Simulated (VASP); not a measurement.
Si4P: relaxation of cell and atoms with PBE

The system is Si4P.

```xyz
5
Lattice="-2.7762 2.7762 2.7762 2.7762 -2.7762 2.7762 2.7762 2.7762 -2.7762" Properties=species:S:1:pos:R:3 pbc="T T T"
Si    1.3881    1.3881    1.3881
Si   -1.3881    1.3881    1.3881
Si    1.3881    1.3881   -1.3881
Si    1.3881   -1.3881    1.3881
P     0.0000    0.0000    0.0000
```

The cell was built from a structure type or drawn by symmetry, and may not be a known phase.

```json
{
  "Program": "VASP 6.6.1",
  "Task": "relaxation of cell and atoms",
  "Functional": "PBE",
  "Potentials or basis": "VASP PAW PBE potentials, release 64 (Si, P)",
  "Cutoff": "600 eV",
  "k mesh": "10 × 10 × 10",
  "Occupations": "gaussian, width 0.1 eV",
  "Spin": "no spin polarisation",
  "Dipole correction": "no",
  "Further INCAR settings": "ALGO = Normal; EDIFF = 1e-06; IBRION = 2; EDIFFG = -0.01; NSW = 100; ISIF = 3"
}
```

```json
{
 "Relaxed volume": "16.91 Å³/atom",
 "Relaxed cell": "a = 4.789 Å, b = 4.789 Å, c = 4.789 Å, α = 109.47°, β = 109.47°, γ = 109.47°",
 "Space group after relaxing (to 0.1 Å)": "Im-3m (No. 229)",
 "Energy gained by relaxing": "0.5 meV/atom",
 "Ionic steps": "2",
 "Pressure after relaxing": "0.1 GPa",
 "Band gap on the k mesh": "zero (an odd number of electrons rules out a gap without spin polarisation)"
}
```

Step by step:
```
step  energy change (eV)  largest force (eV/Å)  pressure (GPa)  volume (Å³)
   1              0.0000                0.0000           -0.79        85.59
   2             -0.0025                0.0000            0.05        84.54
```

Final structure:
```yaml
crystal:
  lattice:
    - [-2.76487, 2.76487, 2.76487]
    - [2.76487, -2.76487, 2.76487]
    - [2.76487, 2.76487, -2.76487]
  atoms:
    - { symbol: Si, position: [0.50000, 0.50000, 0.50000] }
    - { symbol: Si, position: [0.50000, 0.00000, 0.00000] }
    - { symbol: Si, position: [0.00000, 0.00000, 0.50000] }
    - { symbol: Si, position: [0.00000, 0.50000, 0.00000] }
    - { symbol: P, position: [0.00000, 0.00000, 0.00000] }
```

Levels at points of the mesh, in eV from the Fermi level:
```
           k point  band 8  band 9  band 10  band 11  band 12  band 13  band 14
(0.00, 0.00, 0.00)   -5.35   -2.70    -2.70    -2.70     1.12     1.12     3.88
(0.50, 0.00, 0.00)   -1.74   -1.04    -0.94     0.00     0.63     1.45     1.60
(0.50, 0.50, 0.50)   -1.36   -1.36    -0.36     0.01     0.01     0.01     3.31
```

It took 83 s on 1 thread of Intel(R) Xeon(R) Platinum 8259CL CPU @ 2.50GHz (Skylake/Cascade Lake), on a shared host, peak memory 0.27 GiB.
